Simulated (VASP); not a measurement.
Input of a VASP 6.6.1 run:

Contents of POSCAR:

```
Si
1.0
    0.0000000000      0.0000000000      4.9875981450
    2.6290009028     -4.5535631367      0.0000000000
    2.6290009028      4.5535631368      0.0000000000
Si
8
Direct
    0.0000000000      0.3858882096     -0.1141117904
    0.5000000000      0.5000000000      0.0000000000
    0.0000000000      0.0000000000      0.0000000000
    0.5000000000      0.0000000000      0.0000000000
    0.0000000000      0.5000000000      0.5000000000
    0.5000000000      0.5000000000      0.5000000000
    0.0000000000      0.0000000000      0.5000000000
    0.5000000000      0.0000000000      0.5000000000
```

The input INCAR.step1:

```
PREC = Accurate ; ENCUT = 520
ISMEAR = 0 ; SIGMA = 0.15
LREAL = False ; LASPH = True
NELM = 60 ; NBANDS = 26
GGA = PE ; ALGO = Normal
EDIFF = 1E-4 ; LWAVE = True
LCHARG = False ; KPAR = 4
```

The input INCAR.step2:

```
PREC = Accurate ; ENCUT = 520
EDIFF = 1E-6 ; ISMEAR = 0
SIGMA = 0.15 ; LREAL = False
LASPH = True ; NELM = 60
ALGO = Normal ; ISIF = 2
LWAVE = False ; LCHARG = False
METAGGA = R2SCAN ; LMIXTAU = True
NBANDS = 26 ; ISTART = 1
KPAR = 4
```

The input KPOINTS:

```
regular mesh
0
Gamma
  12 12 12
```

Potentials or basis: VASP PAW PBE potentials, release 64 (Si).

Command:

```sh
$ cat potpaw_PBE.64/Si/POTCAR > POTCAR
$ cp INCAR.step1 INCAR
$ mpirun -np 4 vasp_std > vasp.out
$ cp INCAR.step2 INCAR
$ mpirun -np 4 vasp_std > vasp.out
```

Problem. Estimate the pressure.

Solution. 5.9 GPa.

Problem. Predict the largest force.

Solution. 6.186 eV/Å.

Problem. Estimate the band gap on the k mesh.

Solution. Zero (bands 16 and 17 overlap by 3.22 eV).

Stress tensor (GPa, compression positive):
```
15.74  0.00  0.00
 0.00  5.10  0.00
 0.00  0.00 -3.26
```

Caveat: the cell differs from its parent crystal (atom 1 (Si) moved by (-0.600, +0.000) A along x and z); the stress differs along the axes, from -3 to 16 GPa; the PAW data sets were made with another functional, which shifts forces and pressure a little.
